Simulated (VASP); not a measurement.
# Te2Mo in VASP: further runs

The runs below take Te2Mo through single point, relaxation of cell and atoms, with LDA, PBEsol.

Program: VASP 6.6.1. These are calculated values, not measurements. Logs are shortened: lines on timing, memory, paths and dates and some standing lists are left out, and cuts for length are marked.

**1. The cell of the first run**

The cell holds a slab with vacuum, 9 atoms: a = 3.471 Å, b = 3.471 Å, c = 30.198 Å, α = 90.00°, β = 90.00°, γ = 120.00°.

**2. Single point, LDA**

Contents of INCAR:

```
SYSTEM = Te2Mo
PREC = Accurate ; ENCUT = 520
EDIFF = 1E-6 ; ISMEAR = -1
SIGMA = 0.05 ; LREAL = .False.
LASPH = .True. ; NELM = 60
ALGO = Normal ; ISIF = 2
LWAVE = .False. ; LCHARG = .False.
GGA = CA ; NBANDS = 49
```

Contents of KPOINTS:

```
regular mesh
0
Gamma
  7 7 1
  0 0 0
```

Contents of POSCAR:

```
Te2Mo
1.0
    3.4712780547      0.0000000000      0.0000000000
   -1.7356390274      3.0062149790      0.0000000000
    0.0000000000      0.0000000000     30.1976871379
Te Mo
6 3
Direct
    0.0000000000      0.0000000000      0.0594982412
    0.3333333333      0.6666666667      0.2871253799
    0.3333333333      0.6666666667      0.8317563059
    0.3333333333      0.6666666667      0.1682436941
    0.3333333333      0.6666666667      0.7128746201
    0.0000000000      0.0000000000      0.9405017588
    0.3333333333      0.6666666667      0.0000000000
    0.0000000000      0.0000000000      0.2277816028
    0.0000000000      0.0000000000      0.7722183972
```

Potentials or basis: VASP PAW LDA potentials, release 64 (Te, Mo_sv).

Launch:

```
$ cat potpaw_LDA.64/Te/POTCAR potpaw_LDA.64/Mo_sv/POTCAR > POTCAR
$ mpirun -np 1 vasp_std > vasp.out
```

OUTCAR:

```text
SYSTEM = Te2Mo
   PREC = Accurate
   ENCUT = 520
   EDIFF = 1E-6
   ISMEAR = -1
   LREAL = .False.
   LASPH = .True.
   NELM = 60
   ISIF = 2
   GGA = CA

 ion  position               nearest neighbor table
   1  0.000  0.000  0.059-   7 2.69   7 2.69   7 2.69   6 3.59
   2  0.333  0.667  0.287-   8 2.69   8 2.69   8 2.69   4 3.59
   3  0.333  0.667  0.832-   9 2.69   9 2.69   9 2.69   5 3.59
   4  0.333  0.667  0.168-   8 2.69   8 2.69   8 2.69   2 3.59
   5  0.333  0.667  0.713-   9 2.69   9 2.69   9 2.69   3 3.59
   6  0.000  0.000  0.941-   7 2.69   7 2.69   7 2.69   1 3.59
   7  0.333  0.667  0.000-   1 2.69   6 2.69   1 2.69   6 2.69   1 2.69   6 2.69
   8  0.000  0.000  0.228-   2 2.69   2 2.69   2 2.69   4 2.69   4 2.69   4 2.69
   9  0.000  0.000  0.772-   5 2.69   5 2.69   5 2.69   3 2.69   3 2.69   3 2.69

  LATTYP: Found a hexagonal cell.
 ALAT       =     3.4712780547
 C/A-ratio  =     8.6992994114

  Lattice vectors:

 A1 = (   3.4712780547,   0.0000000000,   0.0000000000)
 A2 = (  -1.7356390274,   3.0062149790,   0.0000000000)
 A3 = (   0.0000000000,   0.0000000000,  30.1976871379)

Analysis of symmetry for initial positions (statically):
=====================================================================
 Subroutine PRICEL returns:
 Original cell was already a primitive cell.

 Routine SETGRP: Setting up the symmetry group for a
 hexagonal supercell.

 Subroutine GETGRP returns: Found 12 space group operations
 (whereof 12 operations were pure point group operations)
 out of a pool of 24 trial point group operations.

The static configuration has the point symmetry D_3h.

Analysis of symmetry for dynamics (positions and initial velocities):
=====================================================================
 Subroutine PRICEL returns:
 Original cell was already a primitive cell.

 Routine SETGRP: Setting up the symmetry group for a
 hexagonal supercell.

 Subroutine GETGRP returns: Found 12 space group operations
 (whereof 12 operations were pure point group operations)
 out of a pool of 24 trial point group operations.

The dynamic configuration has the point symmetry D_3h.

 Subroutine INISYM returns: Found 12 space group operations
 (whereof 12 operations are pure point group operations),
 and found     1 'primitive' translations

----------------------------------------------------------------------------------------

                                     Primitive cell

  volume of cell :     315.1252

  direct lattice vectors                    reciprocal lattice vectors
     3.471278055  0.000000000  0.000000000     0.288078334  0.166322104  0.000000000
    -1.735639027  3.006214979  0.000000000     0.000000000  0.332644208  0.000000000
     0.000000000  0.000000000 30.197687138     0.000000000  0.000000000  0.033115119

  length of vectors
     3.471278055  3.471278055 30.197687138     0.332644208  0.332644208  0.033115119

  position of ions in fractional coordinates (direct lattice)
     0.000000000  0.000000000  0.059498241
     0.333333333  0.666666667  0.287125380
     0.333333333  0.666666667  0.831756306
     0.333333333  0.666666667  0.168243694
     0.333333333  0.666666667  0.712874620
     0.000000000  0.000000000  0.940501759
     0.333333333  0.666666667  0.000000000
     0.000000000  0.000000000  0.227781603
     0.000000000  0.000000000  0.772218397

  ion indices of the primitive-cell ions
   primitive index   ion index
                 1           1
                 2           2
                 3           3
                 4           4
                 5           5
                 6           6
                 7           7
                 8           8
                 9           9

----------------------------------------------------------------------------------------

 KPOINTS: regular mesh

Automatic generation of k-mesh.
 Grid dimensions read from file:
 generate k-points for:    7    7    1

 Generating k-lattice:

  Cartesian coordinates                     Fractional coordinates (reciprocal lattice)
     0.041154048  0.023760301  0.000000000     0.142857143  0.000000000  0.000000000
     0.000000000  0.047520601  0.000000000     0.000000000  0.142857143  0.000000000
     0.000000000  0.000000000  0.033115119     0.000000000  0.000000000  1.000000000

  Length of vectors
     0.047520601  0.047520601  0.033115119

  Shift w.r.t. Gamma in fractional coordinates (k-lattice)
     0.000000000  0.000000000  0.000000000

 Subroutine IBZKPT returns following result:
 ===========================================

 Found      8 irreducible k-points:

 Following reciprocal coordinates:
            Coordinates               Weight
  0.000000  0.000000  0.000000      1.000000
  0.142857  0.000000  0.000000      6.000000
  0.285714 -0.000000  0.000000      6.000000
  0.428571 -0.000000  0.000000      6.000000
  0.142857  0.142857  0.000000      6.000000
  0.285714  0.142857  0.000000     12.000000
  0.428571  0.142857  0.000000      6.000000
  0.285714  0.285714  0.000000      6.000000
   k-points           NKPTS =      8   k-points in BZ     NKDIM =      8   number of bands    NBANDS=     49
   number of dos      NEDOS =    301   number of ions     NIONS =      9
   total plane-waves  NPLWV = 188160
   dimension x,y,z NGX =    28 NGY =   28 NGZ =  240
   dimension x,y,z NGXF=    56 NGYF=   56 NGZF=  480
   ions per type =               6   3
   NGX,Y,Z   is equivalent  to a cutoff of  13.41, 13.41, 13.21 a.u.
   NGXF,Y,Z  is equivalent  to a cutoff of  26.82, 26.82, 26.43 a.u.
 SYSTEM =  Te2Mo
   PREC   = accura    normal or accurate (medium, high low for compatibility)
   ISTART =      0    job   : 0-new  1-cont  2-samecut
   ICHARG =      2    charge: 1-file 2-atom 10-const
   ISPIN  =      1    spin polarized calculation?
   LNONCOLLINEAR =      F non collinear calculations
   LSORBIT =      F    spin-orbit coupling
   LASPH  =      T    aspherical Exc in radial PAW
   ENCUT  =  520.0 eV  38.22 Ry    6.18 a.u.   6.45  6.45 56.15*2*pi/ulx,y,z
   NELM   =     60;   NELMIN=  2; NELMDL= -5     # of ELM steps
   EDIFF  = 0.1E-05   stopping-criterion for ELM
   LREAL  =      F    real-space projection
   EDIFFG = 0.1E-04   stopping-criterion for IOM
   NSW    =      0    number of steps for IOM
   IBRION =     -1    ionic relax: 0-MD 1-quasi-New 2-CG
   NFREE  =      0    steps in history (QN), initial steepest desc. (CG)
   ISIF   =      2    stress and relaxation
   ISYM   =      2    0-nonsym 1-usesym 2-fastsym
   POTIM  = 0.5000    time-step for ionic-motion
   TEBEG  =    0.0;   TEEND  =   0.0 temperature during run
   PSTRESS=    0.0 pullay stress
   NELECT =      78.0000    total number of electrons
   NUPDOWN=      -1.0000    fix difference up-down
   EMIN   =  10.00;   EMAX   =-10.00  energy-range for DOS
   EFERMI =   0.00;   METHOD = LEGACY
   ISMEAR =    -1;   SIGMA  =   0.05  broadening in eV -4-tet -1-fermi 0-gaus
   EFERMI_NEDOS =   21; number of points for ismear=-14 and -15
   IALGO  =     38    algorithm
   IMIX   =      4    mixing-type and parameters
     AMIX     =   0.40;   BMIX     =  1.00
     AMIX_MAG =   1.60;   BMIX_MAG =  1.00
  volume/ion in A,a.u.               =      35.01       236.29
  Fermi-wavevector in a.u.,A,eV,Ry     =   1.027887  1.942425 14.375255  1.056551
  Thomas-Fermi vector in A             =   2.161855
   LORBIT       =      0    0 simple, 1 ext, 2 COOP (PROOUT), +10 PAW based schemes
   GGA     = CA    functional components
   LHFCALC =     F    Hartree Fock is set to
   AEXX    =    0.0000 exact exchange contribution
   IVDW    =     0    specifies the selected vdW correction
   LEPSILON=     F    determine dielectric tensor
   LRPA    =     F    only Hartree local field effects (RPA)
 non-spin polarized calculation
  energy-cutoff  :      520.00
  volume of cell :      315.13
 maximum number of plane-waves:      8573
 NGX is ok and might be reduce to    28
   NGX = 13   NGY = 13   NGZ =113

 number of electron      78.0000003 magnetization

 Free energy of the ion-electron system (eV)
  ---------------------------------------------------
  ext. energy  EPLUGINS =         0.00000000
  ---------------------------------------------------
  free energy    TOTEN  =       -61.73616413 eV

  energy without entropy =      -61.73614201  energy(sigma->0) =      -61.73615307

 E-fermi :   4.6853     XC(G=0):  -7.8134

 val. band max:        4.2873705162   @ k =   0.0000   0.0000   0.0000
 cond. band min:       5.1896557644   @ k =   0.2857   0.1429   0.0000
 fundamental gap:      0.9022852482
 Fermi energy:         4.6852665327

 k-point     1 :       0.0000    0.0000    0.0000
  band No.  band energies     occupation
      1     -56.1398      2.00000
      2     -56.1352      2.00000
      3     -56.1352      2.00000
      4     -30.5292      2.00000
      5     -30.5269      2.00000
      6     -30.5269      2.00000
[... 41 lines left out ...]
     48       7.7578      0.00000
     49       7.7776      0.00000

 k-point     2 :       0.1429    0.0000    0.0000
  band No.  band energies     occupation
      1     -56.1374      2.00000
      2     -56.1328      2.00000
      3     -56.1328      2.00000
      4     -30.5225      2.00000
      5     -30.5202      2.00000
      6     -30.5202      2.00000
[... 41 lines left out ...]
     48       7.2664      0.00000
     49       7.5323      0.00000

 k-point     3 :       0.2857   -0.0000    0.0000
  band No.  band energies     occupation
      1     -56.1322      2.00000
      2     -56.1276      2.00000
      3     -56.1276      2.00000
      4     -30.5074      2.00000
      5     -30.5050      2.00000
      6     -30.5050      2.00000
[... 249 lines left out ...]
     48       7.0808      0.00000
     49       7.4673      0.00000

 k-point     8 :       0.2857    0.2857    0.0000
  band No.  band energies     occupation
      1     -56.1263      2.00000
      2     -56.1216      2.00000
      3     -56.1216      2.00000
      4     -30.4904      2.00000
      5     -30.4880      2.00000
      6     -30.4880      2.00000
[... 41 lines left out ...]
     48       6.6299      0.00000
     49       7.9056      0.00000

------------------------ aborting loop because EDIFF is reached ----------------------------------------

  FORCE on cell =-STRESS in cart. coord.  units (eV):
  Direction    XX          YY          ZZ          XY          YZ          ZX
  --------------------------------------------------------------------------------------
  -------------------------------------------------------------------------------------
  Total        0.3103399      0.3103399      0.5556928     -0.0000000      0.0000000     -0.0000000
  in kB        1.5778479      1.5778479      2.8252846     -0.0000000      0.0000000     -0.0000000
  external PRESSURE =       1.9936601 kB  Pullay stress =       0.0000000 kB

 VOLUME and BASIS-vectors are now :
 -----------------------------------------------------------------------------
  energy-cutoff  :      520.00
  volume of cell :      315.13
      direct lattice vectors                 reciprocal lattice vectors
     3.471278055  0.000000000  0.000000000     0.288078334  0.166322104  0.000000000
    -1.735639027  3.006214979  0.000000000     0.000000000  0.332644208  0.000000000
     0.000000000  0.000000000 30.197687138     0.000000000  0.000000000  0.033115119

 POSITION                                       TOTAL-FORCE (eV/Angst)
 -----------------------------------------------------------------------------------
      0.00000      0.00000      1.79671        -0.000000      0.000000      0.057869
     -0.00000      2.00414      8.67052         0.000000      0.000000      0.057457
     -0.00000      2.00414     25.11712        -0.000000      0.000000      0.056639
     -0.00000      2.00414      5.08057         0.000000      0.000000     -0.056639
     -0.00000      2.00414     21.52716         0.000000      0.000000     -0.057457
      0.00000      0.00000     28.40098         0.000000      0.000000     -0.057869
     -0.00000      2.00414      0.00000        -0.000000      0.000000     -0.000000
      0.00000      0.00000      6.87848        -0.000000      0.000000     -0.000869
      0.00000      0.00000     23.31921         0.000000     -0.000000      0.000869
 -----------------------------------------------------------------------------------
    total drift:                                0.000001     -0.000000      0.000000

  FREE ENERGIE OF THE ION-ELECTRON SYSTEM (eV)
  ---------------------------------------------------
  free  energy   TOTEN  =       -61.7361641288 eV

  energy  without entropy=      -61.7361420142  energy(sigma->0) =      -61.73615307
```

Run time: 2.8 min. Hardware: 1 thread of Intel Xeon 6975P-C (Granite Rapids), shared host; peak memory 0.38 GiB.

What came out:

- Free energy: -61.7362 eV
- Largest force: 0.058 eV/Å
- Band gap on the k mesh: 0.90 eV (least direct gap 1.37 eV)

Forces on the atoms (eV/Å):
```
Te   0.000  0.000  0.058
Te   0.000  0.000  0.057
Te   0.000  0.000  0.057
Te   0.000  0.000 -0.057
Te   0.000  0.000 -0.057
Te   0.000  0.000 -0.058
Mo   0.000  0.000  0.000
Mo   0.000  0.000 -0.001
Mo   0.000  0.000  0.001
```

Caveat: there is no dipole correction, which matters where the two faces differ; spin-orbit coupling is left out, which moves the levels of the heavy elements.

**3. Relaxation of cell and atoms, LDA**

This run uses another cell than the first one.

Contents of INCAR:

```
SYSTEM = Te2Mo
  ALGO = Normal
  EDIFF = 1E-6
  EDIFFG = -0.01
  ENCUT = 600
  GGA = CA
  IBRION = 2
  ISIF = 3
  ISMEAR = -1
  LASPH = .TRUE.
  LCHARG = .FALSE.
  LREAL = .FALSE.
  LWAVE = .FALSE.
  NELM = 60
  NSW = 60
  PREC = Accurate
  SIGMA = 0.05
```

Contents of KPOINTS:

```
k-points
0
G
  7 7 1
  0 0 0
```

Contents of POSCAR:

```
Te2Mo
1.0
    3.5624185427      0.0000000000      0.0000000000
   -1.7812092714      3.0851449569      0.0000000000
    0.0000000000      0.0000000000     31.5632657400
Te Mo
6 3
Direct
    0.0000000000      0.0000000000      0.0567620800
    0.3333333333      0.6666666667      0.2889862200
    0.3333333333      0.6666666667      0.8244042500
    0.3333333333      0.6666666667      0.1755957500
    0.3333333333      0.6666666667      0.7110137800
    0.0000000000      0.0000000000      0.9432379200
    0.3333333333      0.6666666667      0.0000000000
    0.0000000000      0.0000000000      0.2323060100
    0.0000000000      0.0000000000      0.7676939900
```

Potentials or basis: VASP PAW LDA potentials, release 64 (Te, Mo_sv).

Launch:

```
$ cat potpaw_LDA.64/Te/POTCAR potpaw_LDA.64/Mo_sv/POTCAR > POTCAR
$ mpirun -np 1 vasp_std > vasp.out
```

It took 55 min on 1 thread of Intel Xeon 6975P-C (Granite Rapids), shared host; peak memory 0.48 GiB.

The run converged. Its results:

- Free energy: -61.7412 eV
- Relaxed cell: a = 3.473 Å, b = 3.473 Å, c = 29.767 Å, α = 90.00°, β = 90.00°, γ = 120.00°
- Space group after relaxing (to 0.1 Å): P-6m2 (No. 187)
- Energy gained by relaxing: 28.0 meV/atom
- Ionic steps: 47
- Largest force after relaxing: 0.006 eV/Å
- Band gap on the k mesh: 0.90 eV (least direct gap 1.36 eV)

Forces on the atoms (eV/Å):
```
Te   0.000  0.000  0.002
Te   0.000  0.000 -0.002
Te   0.000  0.000 -0.006
Te   0.000  0.000  0.006
Te   0.000  0.000  0.002
Te   0.000  0.000 -0.002
Mo   0.000  0.000  0.000
Mo   0.000  0.000 -0.003
Mo   0.000  0.000  0.003
```

The path:
| step | energy change (eV) | largest force (eV/Å) | pressure (GPa) | volume (Å³) |
| --- | --- | --- | --- | --- |
| 1 | 0.0000 | 0.3732 | -2.97 | 346.90 |
| 3 | -0.1499 | 0.3803 | -0.07 | 332.56 |
| 5 | -0.1898 | 0.1028 | -0.11 | 328.53 |
| 7 | -0.2039 | 0.2429 | 0.39 | 323.22 |
| 9 | -0.2084 | 0.3902 | 0.95 | 317.94 |
| 11 | -0.2109 | 0.3843 | 0.93 | 317.52 |
| 13 | -0.2213 | 0.3575 | 0.86 | 315.65 |
| 15 | -0.2429 | 0.2408 | 0.68 | 308.14 |
| 17 | -0.2505 | 0.0691 | -0.07 | 311.82 |
| 19 | -0.2510 | 0.0472 | -0.01 | 311.66 |
| 21 | -0.2516 | 0.0271 | 0.02 | 311.82 |
| 23 | -0.2517 | 0.0137 | -0.07 | 312.04 |
| 25 | -0.2517 | 0.0167 | -0.03 | 311.99 |
| 27 | -0.2517 | 0.0146 | -0.03 | 312.03 |
| 29 | -0.2518 | 0.0162 | -0.03 | 311.93 |
| 31 | -0.2518 | 0.0326 | 0.02 | 311.70 |
| 33 | -0.2519 | 0.0304 | 0.01 | 311.57 |
| 35 | -0.2519 | 0.0564 | 0.01 | 310.96 |
| 37 | -0.2521 | 0.0224 | -0.01 | 311.10 |
| 39 | -0.2521 | 0.0267 | -0.04 | 311.02 |
| 41 | -0.2521 | 0.0115 | 0.00 | 310.85 |
| 43 | -0.2521 | 0.0131 | 0.00 | 310.81 |
| 45 | -0.2521 | 0.0214 | 0.04 | 310.66 |
| 47 | -0.2521 | 0.0057 | -0.01 | 310.88 |

Final structure:
```yaml
crystal:
  lattice:
    - [3.47268, 0.00000, 0.00000]
    - [-1.73634, 3.00743, 0.00000]
    - [0.00000, 0.00000, 29.76651]
  atoms:
    - { symbol: Te, position: [0.00000, 0.00000, 0.06046] }
    - { symbol: Te, position: [0.33333, 0.66667, 0.29144] }
    - { symbol: Te, position: [0.33333, 0.66667, 0.82940] }
    - { symbol: Te, position: [0.33333, 0.66667, 0.17060] }
    - { symbol: Te, position: [0.33333, 0.66667, 0.70856] }
    - { symbol: Te, position: [0.00000, 0.00000, 0.93954] }
    - { symbol: Mo, position: [0.33333, 0.66667, 0.00000] }
    - { symbol: Mo, position: [0.00000, 0.00000, 0.23112] }
    - { symbol: Mo, position: [0.00000, 0.00000, 0.76888] }
```

Levels at points of the mesh, in eV from the valence-band top:
| k point | band 36 | band 37 | band 38 | band 39 | band 40 | band 41 | band 42 | band 43 |
| --- | --- | --- | --- | --- | --- | --- | --- | --- |
| (0.00, 0.00, 0.00) | -1.00 | -0.97 | -0.10 | 0.00 | 3.04 | 3.04 | 3.10 | 3.10 |

Caveat: there is no dipole correction, which matters where the two faces differ; spin-orbit coupling is left out, which moves the levels of the heavy elements.

(Part 1 of 2 ends here.)
